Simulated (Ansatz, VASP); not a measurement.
## CaO: VASP beside Ansatz

Contents of POSCAR:

```
CaO
1.0
    0.0000000000      2.3975501188      2.3975501188
    2.3975501188      0.0000000000      2.3975501188
    2.3975501188      2.3975501188      0.0000000000
Ca O
1 1
Direct
    0.0000000000      0.0000000000      0.0000000000
    0.5000000000      0.5000000000      0.5000000000
```

INCAR.step1

```
SYSTEM = CaO
ALGO = Normal
EDIFF = 1E-4
ENCUT = 520
GGA = PE
ISMEAR = 0
LASPH = .True.
LCHARG = .False.
LREAL = .False.
LWAVE = .True.
NBANDS = 15
NELM = 80
PREC = Accurate
SIGMA = 0.01
```

The input INCAR.step2:

```
SYSTEM = CaO
ALGO = Normal
EDIFF = 1E-7
ENCUT = 520
ISIF = 2
ISMEAR = 0
ISTART = 1
IVDW = 13
LASPH = .True.
LCHARG = .False.
LMIXTAU = .True.
LREAL = .False.
LWAVE = .False.
METAGGA = R2SCAN
NBANDS = 15
NELM = 80
PREC = Accurate
SIGMA = 0.01
VDW_A1 = 0.51559235
VDW_A2 = 5.77342911
VDW_S6 = 1.0
VDW_S8 = 0.6018749
```

Contents of KPOINTS:

```
k-points
0
Gamma
  6 6 6
  0 0 0
```

Input for Ansatz:

```yaml
crystal:
  lattice:
    - [0.0, 2.3975501188, 2.3975501188]
    - [2.3975501188, 0.0, 2.3975501188]
    - [2.3975501188, 2.3975501188, 0.0]
  atoms:
    - { symbol: Ca, position: [0.0, 0.0, 0.0] }
    - { symbol: O, position: [0.5, 0.5, 0.5] }
kpoints:
  mp_grid: { grid: [6, 6, 6] }
hamiltonian:
  xc: r2scan
  dispersion: d4
scf:
  occupations: { method: fixed }
  n_extra_bands: 4
output:
  forces: true
  stress: true
  eigenvalues: true
```

Alike in both runs: task single point; functional r2SCAN; dispersion D4; k mesh 6 × 6 × 6; no spin polarisation.

|  | VASP | Ansatz |
| --- | --- | --- |
| version | VASP 6.6.1 | Ansatz 0.2.0 |
| potentials or method | VASP PAW PBE potentials, release 64 (Ca_sv, O) | plane waves |
| plane-wave cutoff (eV) | 520 | 500 |
| occupations | gaussian, width 0.01 eV | fixed |
| valence electrons in the cell | 16 | 16 |

VASP gave:

```
gap on the k mesh at the Fermi level (eV) : 4.19
pressure (GPa)                            : 0.3
```

Task: Which values does Ansatz return?

Result: gap on the k mesh at the Fermi level (eV): 4.20; pressure (GPa): -0.8.

VASP's potentials were made for PBE, not for r2SCAN.
